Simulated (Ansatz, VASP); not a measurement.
**Two plane-wave programs on S**

The input POSCAR:

```
S
1.0
    0.0000000000      1.7768536112      2.5124710063
    1.7768536112      0.0000000000      2.5124710063
    1.7768536112      1.7768536112      0.0000000000
S
1
Direct
    0.0000000000      0.0000000000      0.0000000000
```

File INCAR.step1:

```
SYSTEM = S
ALGO     = Normal         ! electronic algorithm
EDIFF    = 1E-4           ! SCF threshold, eV
ENCUT    = 520            ! plane-wave cutoff, eV
GGA      = PE             ! functional
ISMEAR   = 0              ! smearing method
LASPH    = .True.         ! aspherical terms in the spheres
LCHARG   = .False.        ! write CHGCAR
LREAL    = .False.        ! projectors in reciprocal space
LWAVE    = .True.         ! write WAVECAR
NBANDS   = 9              ! bands
NELM     = 100            ! most SCF steps
PREC     = Accurate       ! precision mode
SIGMA    = 0.15           ! smearing width, eV
```

File INCAR.step2:

```
SYSTEM = S
ALGO     = Normal         ! electronic algorithm
EDIFF    = 1E-6           ! SCF threshold, eV
ENCUT    = 520            ! plane-wave cutoff, eV
ISIF     = 2              ! what is computed and relaxed
ISMEAR   = 0              ! smearing method
ISTART   = 1            
LASPH    = .True.         ! aspherical terms in the spheres
LCHARG   = .True.         ! write CHGCAR
LELF     = .True.         ! ELF
LMIXTAU  = .True.       
LREAL    = .False.        ! projectors in reciprocal space
LVHAR    = .True.       
LWAVE    = .False.        ! write WAVECAR
METAGGA  = R2SCAN         ! meta-GGA
NBANDS   = 9              ! bands
NELM     = 100            ! most SCF steps
PREC     = Accurate       ! precision mode
SIGMA    = 0.15           ! smearing width, eV
```

Contents of KPOINTS:

```
k-points
0
Gamma
  22 22 22
  0 0 0
```

Input for Ansatz:

```yaml
crystal:
  lattice:
    - [0.0, 1.7768536112, 2.5124710063]
    - [1.7768536112, 0.0, 2.5124710063]
    - [1.7768536112, 1.7768536112, 0.0]
  atoms:
    - { symbol: S, position: [0.0, 0.0, 0.0] }
basis:
  ecutwfc: 500
kpoints:
  mp_grid: { grid: [22, 22, 22] }
hamiltonian:
  xc: r2scan
scf:
  occupations: { method: gaussian, width: 0.15 }
output:
  forces: true
  stress: true
  eigenvalues: true
```

Alike in both runs: task single point; functional r2SCAN; k mesh 22 × 22 × 22; occupations gaussian, width 0.15 eV; no spin polarisation.

|  | VASP | Ansatz |
| --- | --- | --- |
| version | VASP 6.6.1 | Ansatz 0.2.0 |
| potentials or method | VASP PAW PBE potentials, release 64 (S), cutoff 520 eV | scalar-relativistic, plane waves, PAW |
| valence electrons in the cell | 6 | 6 |

VASP gave:

```
gap on the k mesh at the Fermi level (eV)                     : none
pressure (GPa)                                                : 1.6
traceless stress, the component that is largest in VASP (GPa) : 17.30
```

Question: What did Ansatz give for the same quantities?

Answer: gap on the k mesh at the Fermi level (eV): none; pressure (GPa): 1.9; traceless stress, the component that is largest in VASP (GPa): 17.12.

VASP's potentials were made for PBE, not for r2SCAN. A gap of «none» marks a metal or a gap that the smearing closes.
